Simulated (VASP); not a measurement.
# BN in VASP: a series of runs

BN is run at these levels: r2SCAN; tasks: single point.

Program: VASP 6.6.1. These are calculated values, not measurements. Logs are shortened: lines on timing, memory, paths and dates and some standing lists are left out, and cuts for length are marked.

## 1. The cell of the first run

The structure is tetragonal, space group I-4m2 (No. 119). Conventional cell: a = 2.487 Å, b = 2.487 Å, c = 3.680 Å, α = 90.00°, β = 90.00°, γ = 90.00°. B (site symmetry -4m2) has 4 N at 1.55 Å within 2.1 Å. N (site symmetry -4m2) has 4 B at 1.55 Å within 2.1 Å.

## 2. Single point, r2SCAN (strain -0.030 along x and y, +0.015 along z)

POSCAR

```
BN
1.0
    0.0000000000      1.7586109700      1.8401960150
    1.7586109700      0.0000000000      1.8401960150
    1.7586109700      1.7586109700      0.0000000000
B N
1 1
Direct
    0.0000000000      0.0000000000      0.0000000000
    0.7500000000      0.7500000000      0.7500000000
```

INCAR.step1

```
PREC     = Accurate       # precision mode
ENCUT    = 1460           # plane-wave cutoff, eV
ISMEAR   = 0              # smearing method
SIGMA    = 0.05           # smearing width, eV
LREAL    = F              # projectors in reciprocal space
LASPH    = T              # aspherical terms in the spheres
NELM     = 120            # most SCF steps
NBANDS   = 11             # bands
GGA      = PE             # functional
ALGO     = Normal         # electronic algorithm
EDIFF    = 1E-5           # SCF threshold, eV
LWAVE    = T              # write WAVECAR
LCHARG   = F              # write CHGCAR
GGA_COMPAT= F
```

INCAR.step2

```
PREC     = Accurate       # precision mode
ENCUT    = 1460           # plane-wave cutoff, eV
EDIFF    = 1E-6           # SCF threshold, eV
ISMEAR   = 0              # smearing method
SIGMA    = 0.05           # smearing width, eV
LREAL    = F              # projectors in reciprocal space
LASPH    = T              # aspherical terms in the spheres
NELM     = 120            # most SCF steps
ALGO     = Normal         # electronic algorithm
ISIF     = 2              # what is computed and relaxed
LWAVE    = F              # write WAVECAR
LCHARG   = T              # write CHGCAR
METAGGA  = R2SCAN         # meta-GGA
LMIXTAU  = T            
LELF     = T              # ELF
LVHAR    = T            
NBANDS   = 11             # bands
ISTART   = 1            
GGA_COMPAT= F
```

KPOINTS

```
regular mesh
0
Gamma
  12 12 12
```

Potentials or basis: VASP PAW PBE potentials, release 64 (B_h, N_h).

Started as:

```sh
cat potpaw_PBE.64/B_h/POTCAR potpaw_PBE.64/N_h/POTCAR > POTCAR
cp INCAR.step1 INCAR
mpirun -np 1 vasp_std > vasp.out
cp INCAR.step2 INCAR
mpirun -np 1 vasp_std > vasp.out
```

OUTCAR:

```text
PREC = Accurate
   ENCUT = 1460
   EDIFF = 1E-6
   ISMEAR = 0
   LREAL = F
   LASPH = T
   NELM = 120
   ISIF = 2
   METAGGA = R2SCAN
   ISTART = 1

 ion  position               nearest neighbor table
   1  0.000  0.000  0.000-
   2  0.750  0.750  0.750-

  LATTYP: Found a body centered tetragonal cell.
 ALAT       =     2.4870514847
 C/A-ratio  =     1.4798214081

  Lattice vectors:

 A1 = (  -1.7586109700,   0.0000000000,   1.8401960150)
 A2 = (   1.7586109700,   0.0000000000,   1.8401960150)
 A3 = (   0.0000000000,   1.7586109700,  -1.8401960150)

Analysis of symmetry for initial positions (statically):
=====================================================================
 Subroutine PRICEL returns:
 Original cell was already a primitive cell.

 Routine SETGRP: Setting up the symmetry group for a
 body centered tetragonal supercell.

 Subroutine GETGRP returns: Found  8 space group operations
 (whereof  8 operations were pure point group operations)
 out of a pool of 16 trial point group operations.

The static configuration has the point symmetry D_2d.

Analysis of symmetry for dynamics (positions and initial velocities):
=====================================================================
 Subroutine PRICEL returns:
 Original cell was already a primitive cell.

 Routine SETGRP: Setting up the symmetry group for a
 body centered tetragonal supercell.

 Subroutine GETGRP returns: Found  8 space group operations
 (whereof  8 operations were pure point group operations)
 out of a pool of 16 trial point group operations.

The dynamic configuration has the point symmetry D_2d.

 Subroutine INISYM returns: Found  8 space group operations
 (whereof  8 operations are pure point group operations),
 and found     1 'primitive' translations

----------------------------------------------------------------------------------------

                                     Primitive cell

  volume of cell :      11.3824

  direct lattice vectors                    reciprocal lattice vectors
     0.000000000  1.758610970  1.840196015    -0.284315297  0.284315297  0.271710185
     1.758610970  0.000000000  1.840196015     0.284315297 -0.284315297  0.271710185
     1.758610970  1.758610970  0.000000000     0.284315297  0.284315297 -0.271710185

  length of vectors
     2.545394649  2.545394649  2.487051485     0.485280126  0.485280126  0.485280126

  position of ions in fractional coordinates (direct lattice)
     0.000000000  0.000000000  0.000000000
     0.750000000  0.750000000  0.750000000

  ion indices of the primitive-cell ions
   primitive index   ion index
                 1           1
                 2           2

----------------------------------------------------------------------------------------

 KPOINTS: regular mesh

Automatic generation of k-mesh.
 Grid dimensions read from file:
 generate k-points for:   12   12   12

 Generating k-lattice:

  Cartesian coordinates                     Fractional coordinates (reciprocal lattice)
    -0.023692941  0.023692941  0.022642515     0.083333333  0.000000000  0.000000000
     0.023692941 -0.023692941  0.022642515     0.000000000  0.083333333  0.000000000
     0.023692941  0.023692941 -0.022642515     0.000000000  0.000000000  0.083333333

  Length of vectors
     0.040440011  0.040440011  0.040440011

  Shift w.r.t. Gamma in fractional coordinates (k-lattice)
     0.000000000  0.000000000  0.000000000

 Subroutine IBZKPT returns following result:
 ===========================================

 Found    163 irreducible k-points:

 Following reciprocal coordinates:
            Coordinates               Weight
  0.000000  0.000000  0.000000      1.000000
  0.083333  0.000000  0.000000      8.000000
  0.166667  0.000000  0.000000      8.000000
  0.250000  0.000000  0.000000      8.000000
  0.333333  0.000000  0.000000      8.000000
  0.416667  0.000000  0.000000      8.000000
[... 16 lines left out ...]
  0.500000  0.166667  0.000000      8.000000
 -0.416667  0.166667  0.000000      8.000000
 [... further k-points ...]
   k-points           NKPTS =    163   k-points in BZ     NKDIM =    163   number of bands    NBANDS=     11
   number of dos      NEDOS =    301   number of ions     NIONS =      2
   total plane-waves  NPLWV =  32768
   dimension x,y,z NGX =    32 NGY =   32 NGZ =   32
   dimension x,y,z NGXF=    64 NGYF=   64 NGZF=   64
   ions per type =               1   1
   NGX,Y,Z   is equivalent  to a cutoff of  20.90, 20.90, 21.39 a.u.
   NGXF,Y,Z  is equivalent  to a cutoff of  41.80, 41.80, 42.78 a.u.
 SYSTEM =  unknown system
   PREC   = accura    normal or accurate (medium, high low for compatibility)
   ISTART =      1    job   : 0-new  1-cont  2-samecut
   ICHARG =      0    charge: 1-file 2-atom 10-const
   ISPIN  =      1    spin polarized calculation?
   LNONCOLLINEAR =      F non collinear calculations
   LSORBIT =      F    spin-orbit coupling
   LASPH  =      T    aspherical Exc in radial PAW
   ENCUT  = 1460.0 eV 107.31 Ry   10.36 a.u.   7.93  7.93  7.75*2*pi/ulx,y,z
   NELM   =    120;   NELMIN=  2; NELMDL=  0     # of ELM steps
   EDIFF  = 0.1E-05   stopping-criterion for ELM
   LREAL  =      F    real-space projection
   EDIFFG = 0.1E-04   stopping-criterion for IOM
   NSW    =      0    number of steps for IOM
   IBRION =     -1    ionic relax: 0-MD 1-quasi-New 2-CG
   NFREE  =      0    steps in history (QN), initial steepest desc. (CG)
   ISIF   =      2    stress and relaxation
   ISYM   =      2    0-nonsym 1-usesym 2-fastsym
   POTIM  = 0.5000    time-step for ionic-motion
   TEBEG  =    0.0;   TEEND  =   0.0 temperature during run
   PSTRESS=    0.0 pullay stress
   NELECT =       8.0000    total number of electrons
   NUPDOWN=      -1.0000    fix difference up-down
   EMIN   =  10.00;   EMAX   =-10.00  energy-range for DOS
   EFERMI =   0.00;   METHOD = LEGACY
   ISMEAR =     0;   SIGMA  =   0.05  broadening in eV -4-tet -1-fermi 0-gaus
   EFERMI_NEDOS =   21; number of points for ismear=-14 and -15
   IALGO  =     38    algorithm
   IMIX   =      4    mixing-type and parameters
     AMIX     =   0.40;   BMIX     =  1.00
     AMIX_MAG =   1.60;   BMIX_MAG =  1.00
  volume/ion in A,a.u.               =       5.69        38.41
  Fermi-wavevector in a.u.,A,eV,Ry     =   1.455549  2.750590 28.825630  2.118624
  Thomas-Fermi vector in A             =   2.572571
   LORBIT       =      0    0 simple, 1 ext, 2 COOP (PROOUT), +10 PAW based schemes
   METAGGA = R2SCAN    functional components
   LHFCALC =     F    Hartree Fock is set to
   AEXX    =    0.0000 exact exchange contribution
   IVDW    =     0    specifies the selected vdW correction
   LEPSILON=     F    determine dielectric tensor
   LRPA    =     F    only Hartree local field effects (RPA)
 non-spin polarized calculation
 Gauss-broadening in eV      SIGMA  =   0.05
  energy-cutoff  :     1460.00
  volume of cell :       11.38
 maximum number of plane-waves:      1458
   NGX = 15   NGY = 15   NGZ = 15

 number of electron       8.0000000 magnetization

 Free energy of the ion-electron system (eV)
  ---------------------------------------------------
  ext. energy  EPLUGINS =         0.00000000
  ---------------------------------------------------
  free energy    TOTEN  =       -19.15494059 eV

  energy without entropy =      -19.15494059  energy(sigma->0) =      -19.15494059

 E-fermi :   9.8611     XC(G=0): -13.9574

 val. band max:        9.6186888559   @ k =   0.0000   0.0000   0.0000
 cond. band min:      14.2241013642   @ k =   0.5000   0.0000   0.5000
 fundamental gap:      4.6054125083
 Fermi energy:         9.8610630245

 k-point     1 :       0.0000    0.0000    0.0000
  band No.  band energies     occupation
      1     -12.2645      2.00000
      2       9.1137      2.00000
      3       9.6187      2.00000
      4       9.6187      2.00000
      5      19.0928      0.00000
      6      19.0928      0.00000
      7      19.4285      0.00000
      8      21.1413      0.00000
      9      36.3479      0.00000
     10      37.1366      0.00000
     11      38.2078      0.00000

 k-point     2 :       0.0833    0.0000    0.0000
  band No.  band energies     occupation
      1     -12.0841      2.00000
      2       8.4110      2.00000
      3       9.1392      2.00000
      4       9.4450      2.00000
      5      19.2677      0.00000
      6      19.3981      0.00000
      7      19.8005      0.00000
      8      21.7071      0.00000
      9      35.2153      0.00000
     10      36.1794      0.00000
     11      37.3850      0.00000

 k-point     3 :       0.1667    0.0000    0.0000
  band No.  band energies     occupation
      1     -11.5497      2.00000
      2       6.2262      2.00000
      3       8.5643      2.00000
      4       9.0221      2.00000
      5      19.5862      0.00000
      6      20.1286      0.00000
      7      20.4950      0.00000
      8      23.0971      0.00000
      9      33.8913      0.00000
     10      35.5115      0.00000
     11      35.5874      0.00000

 k-point     4 :       0.2500    0.0000    0.0000
  band No.  band energies     occupation
      1     -10.6869      2.00000
      2       3.5942      2.00000
      3       7.9554      2.00000
      4       8.5345      2.00000
      5      19.8309      0.00000
      6      20.8726      0.00000
      7      21.1179      0.00000
      8      24.5257      0.00000
      9      33.7494      0.00000
     10      34.8461      0.00000
     11      35.1271      0.00000
[... 239 lines left out ...]
 k-point    22 :       0.4167    0.1667    0.0000
  band No.  band energies     occupation
      1      -8.7328      2.00000
      2       0.8197      2.00000
      3       5.6951      2.00000
      4       6.6602      2.00000
      5      19.2590      0.00000
      6      22.7744      0.00000
      7      23.7512      0.00000
      8      25.0068      0.00000
      9      31.3816      0.00000
     10      37.4538      0.00000
     11      39.8804      0.00000

 k-point    23 :       0.5000    0.1667    0.0000
  band No.  band energies     occupation
      1      -7.6816      2.00000
      2      -0.8755      2.00000
      3       5.0279      2.00000
      4       6.7671      2.00000
      5      19.6444      0.00000
      6      22.7161      0.00000
      7      23.4939      0.00000
      8      26.3592      0.00000
      9      32.1033      0.00000
     10      37.8002      0.00000
     11      39.0529      0.00000

 k-point    24 :      -0.4167    0.1667    0.0000
  band No.  band energies     occupation
      1      -7.3912      2.00000
      2      -1.2860      2.00000
      3       4.6138      2.00000
      4       7.1192      2.00000
      5      20.1726      0.00000
      6      22.5744      0.00000
      7      23.0282      0.00000
      8      26.7146      0.00000
      9      32.7437      0.00000
     10      36.5628      0.00000
     11      38.3469      0.00000

 [... further k-points ...]
[... 5 lines left out ...]
  --------------------------------------------------------------------------------------
  -------------------------------------------------------------------------------------
  Total        1.6912951      1.6912951     -0.6115469      0.0000000     -0.0000000     -0.0000000
  in kB      238.0654263    238.0654263    -86.0808835      0.0000000     -0.0000000     -0.0000000
  external PRESSURE =     130.0166564 kB  Pullay stress =       0.0000000 kB

 VOLUME and BASIS-vectors are now :
 -----------------------------------------------------------------------------
  energy-cutoff  :     1460.00
  volume of cell :       11.38
      direct lattice vectors                 reciprocal lattice vectors
     0.000000000  1.758610970  1.840196015    -0.284315297  0.284315297  0.271710185
     1.758610970  0.000000000  1.840196015     0.284315297 -0.284315297  0.271710185
     1.758610970  1.758610970  0.000000000     0.284315297  0.284315297 -0.271710185

 POSITION                                       TOTAL-FORCE (eV/Angst)
 -----------------------------------------------------------------------------------
      0.00000      0.00000      0.00000         0.000000      0.000000     -0.000000
      2.63792      2.63792      2.76029        -0.000000     -0.000000      0.000000
 -----------------------------------------------------------------------------------
    total drift:                               -0.000000     -0.000000      0.000000

  FREE ENERGIE OF THE ION-ELECTRON SYSTEM (eV)
  ---------------------------------------------------
  free  energy   TOTEN  =       -19.1549405913 eV

  energy  without entropy=      -19.1549405913  energy(sigma->0) =      -19.15494059
```

It took 2 min on 1 thread of AMD EPYC 9R45 (Zen 5), shared host; peak memory 0.21 GiB.

What came out:

```
Free energy            : -19.1549 eV
Pressure               : 13.0 GPa
Band gap on the k mesh : 4.61 eV (least direct gap 9.47 eV)
```

Levels at points of the mesh, in eV from the valence-band top:
| k point | band 1 | band 2 | band 3 | band 4 | band 5 | band 6 | band 7 | band 8 |
| --- | --- | --- | --- | --- | --- | --- | --- | --- |
| (0.00, 0.00, 0.00) | -21.88 | -0.51 | 0.00 | 0.00 | 9.47 | 9.47 | 9.81 | 11.52 |
| (0.50, 0.00, 0.00) | -17.40 | -11.59 | -2.64 | -1.86 | 10.32 | 11.81 | 12.06 | 16.67 |
| (0.50, 0.50, 0.00) | -16.30 | -10.18 | -4.99 | -4.99 | 5.46 | 10.62 | 19.62 | 19.62 |
| (0.50, 0.00, 0.50) | -15.74 | -9.50 | -5.66 | -5.63 | 4.61 | 9.51 | 19.28 | 20.04 |

Caveat: the cell differs from its parent crystal (strain -0.030 along x and y, +0.015 along z); the stress differs along the axes, from -9 to 24 GPa; the PAW data sets were made with another functional, which shifts forces and pressure a little. A k mesh can miss the band edges.

## 3. Single point, r2SCAN (strain -0.015 along x and y, -0.015 along z)

POSCAR

```
BN
1.0
    0.0000000000      1.7858059850      1.7858059850
    1.7858059850      0.0000000000      1.7858059850
    1.7858059850      1.7858059850      0.0000000000
B N
1 1
Direct
    0.0000000000      0.0000000000      0.0000000000
    0.7500000000      0.7500000000      0.7500000000
```

INCAR.step1

```
SYSTEM = BN
ALGO = Normal
EDIFF = 1E-5
ENCUT = 1460
GGA = PE
GGA_COMPAT = .FALSE.
ISMEAR = 0
LASPH = .TRUE.
LCHARG = .FALSE.
LREAL = .FALSE.
LWAVE = .TRUE.
NBANDS = 11
NELM = 120
PREC = Accurate
SIGMA = 0.05
```

INCAR.step2

```
SYSTEM = BN
ALGO = Normal
EDIFF = 1E-6
ENCUT = 1460
GGA_COMPAT = .FALSE.
ISIF = 2
ISMEAR = 0
ISTART = 1
LASPH = .TRUE.
LCHARG = .FALSE.
LMIXTAU = .TRUE.
LREAL = .FALSE.
LWAVE = .FALSE.
METAGGA = R2SCAN
NBANDS = 11
NELM = 120
PREC = Accurate
SIGMA = 0.05
```

KPOINTS

```
k-points
0
G
  12 12 12
  0 0 0
```

Potentials or basis: VASP PAW PBE potentials, release 64 (B_h, N_h).

Started as:

```sh
cat potpaw_PBE.64/B_h/POTCAR potpaw_PBE.64/N_h/POTCAR > POTCAR
cp INCAR.step1 INCAR
mpirun -np 1 vasp_std > vasp.out
cp INCAR.step2 INCAR
mpirun -np 1 vasp_std > vasp.out
```

Wall time 76 s (1 thread of AMD EPYC 9R45 (Zen 5), shared host); peak memory 0.17 GiB.

It converged, with:

| Quantity | Value |
| --- | --- |
| Free energy | -19.1897 eV |
| Pressure | 12.7 GPa |
| Band gap on the k mesh | 5.04 eV (least direct gap 9.73 eV) |

Levels at points of the mesh, in eV from the valence-band top:
| k point | band 1 | band 2 | band 3 | band 4 | band 5 | band 6 | band 7 | band 8 | band 9 |
| --- | --- | --- | --- | --- | --- | --- | --- | --- | --- |
| (0.00, 0.00, 0.00) | -21.71 | 0.00 | 0.00 | 0.00 | 9.73 | 9.73 | 9.73 | 11.70 | 26.87 |
| (0.50, 0.00, 0.00) | -17.24 | -11.42 | -2.08 | -2.08 | 11.29 | 11.70 | 11.70 | 16.81 | 25.46 |
| (0.50, 0.50, 0.00) | -15.76 | -9.56 | -5.27 | -5.27 | 5.04 | 10.03 | 19.88 | 19.88 | 22.86 |

Caveat: the cell differs from its parent crystal (strain -0.015 along x and y, -0.015 along z); the cell stands under pressure; the PAW data sets were made with another functional, which shifts forces and pressure a little.

## 4. Single point, r2SCAN (strain +0.000 along x and y, -0.030 along z)

POSCAR

```
BN
1.0
    0.0000000000      1.8130010000      1.7586109700
    1.8130010000      0.0000000000      1.7586109700
    1.8130010000      1.8130010000      0.0000000000
B N
1 1
Direct
    0.0000000000      0.0000000000      0.0000000000
    0.7500000000      0.7500000000      0.7500000000
```

INCAR.step1

```
PREC = Accurate ; ENCUT = 1460
ISMEAR = 0 ; SIGMA = 0.05
LREAL = False ; LASPH = True
NELM = 120 ; NBANDS = 11
GGA = PE ; ALGO = Normal
EDIFF = 1E-5 ; LWAVE = True
LCHARG = False ; GGA_COMPAT = False
```

INCAR.step2

```
PREC = Accurate ; ENCUT = 1460
EDIFF = 1E-6 ; ISMEAR = 0
SIGMA = 0.05 ; LREAL = False
LASPH = True ; NELM = 120
ALGO = Normal ; ISIF = 2
LWAVE = False ; LCHARG = True
METAGGA = R2SCAN ; LMIXTAU = True
LELF = True ; LVHAR = True
NBANDS = 11 ; ISTART = 1
GGA_COMPAT = False
```

KPOINTS

```
regular mesh
0
Gamma
  12 12 12
```

Started as:

```sh
cat potpaw_PBE.64/B_h/POTCAR potpaw_PBE.64/N_h/POTCAR > POTCAR
cp INCAR.step1 INCAR
mpirun -np 1 vasp_std > vasp.out
cp INCAR.step2 INCAR
mpirun -np 1 vasp_std > vasp.out
```

It took 99 s on 1 thread of Intel Xeon 6975P-C (Granite Rapids), shared host; peak memory 0.23 GiB.

Results (log left out):

```
Free energy            : -19.1858 eV
Pressure               : 6.4 GPa
Band gap on the k mesh : 4.46 eV (least direct gap 9.32 eV)
```

Stress tensor (GPa, compression positive):
```
-0.06  0.00  0.00
 0.00 -0.06  0.00
 0.00  0.00 19.18
```

Levels at points of the mesh, in eV from the valence-band top:
```tsv
k point	band 1	band 2	band 3	band 4	band 5	band 6	band 7	band 8
(0.00, 0.00, 0.00)	-21.73	-0.29	-0.29	0.00	9.32	9.54	9.54	11.23
(0.50, 0.00, 0.00)	-17.33	-11.47	-2.49	-2.01	10.57	11.23	11.91	16.46
(0.50, 0.50, 0.00)	-15.63	-9.34	-5.68	-5.68	4.46	9.25	19.48	19.48
(0.50, 0.00, 0.50)	-16.00	-9.80	-5.25	-5.23	5.02	10.01	19.13	19.60
```

Caveat: the cell differs from its parent crystal (strain +0.000 along x and y, -0.030 along z); the stress differs along the axes, from -0 to 19 GPa; the PAW data sets were made with another functional, which shifts forces and pressure a little.

[end of part 1 of 2]
